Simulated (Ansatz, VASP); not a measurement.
Re: VASP beside Ansatz

Contents of INCAR:

```
ALGO = Fast
EDIFF = 1E-6
ENCUT = 520
GGA = PE
ISIF = 2
ISMEAR = 0
LASPH = True
LCHARG = False
LREAL = False
LWAVE = False
NBANDS = 10
NELM = 60
PREC = Accurate
SIGMA = 0.15
```

KPOINTS

```
k-points
0
Gamma
  10 10 10
```

The input POSCAR:

```
Re
1.0
    0.0000000000      2.3041854906      1.5262924690
    2.3041854906      0.0000000000      1.5262924690
    2.3041854906      2.3041854906      0.0000000000
Re
1
Direct
    0.0000000000      0.0000000000      0.0000000000
```

Input for Ansatz:

```yaml
crystal:
  lattice:
    - [0.0, 2.3041854906, 1.526292469]
    - [2.3041854906, 0.0, 1.526292469]
    - [2.3041854906, 2.3041854906, 0.0]
  atoms:
    - { symbol: Re, position: [0.0, 0.0, 0.0] }
basis:
  ecutwfc: 420
kpoints:
  mp_grid: { grid: [10, 10, 10] }
hamiltonian:
  xc: pbe
scf:
  occupations: { method: gaussian, width: 0.15 }
output:
  forces: true
  stress: true
  eigenvalues: true
```

Alike in both runs: task single point; functional PBE; k mesh 10 × 10 × 10; occupations gaussian, width 0.15 eV; no spin polarisation.

|  | VASP | Ansatz |
| --- | --- | --- |
| version | VASP 6.6.1 | Ansatz 0.2.0 |
| potentials or method | VASP PAW PBE potentials, release 64 (Re), cutoff 520 eV | scalar-relativistic, plane waves, PAW |
| valence electrons in the cell | 7 | 15 |

Ansatz gave:

```
gap on the k mesh at the Fermi level (eV)                     : none
pressure (GPa)                                                : -21.3
traceless stress, the component that is largest in VASP (GPa) : -0.34
```

Question: Estimate VASP's values.

Answer: gap on the k mesh at the Fermi level (eV): none; pressure (GPa): -22.1; traceless stress, the component that is largest in VASP (GPa): -0.61.

A gap of «none» marks a metal or a gap that the smearing closes. VASP's potentials hold 7 valence electrons a cell and Ansatz's 15, so a difference there can come from the potentials and not from the codes.

Neither program's run includes spin-orbit coupling.
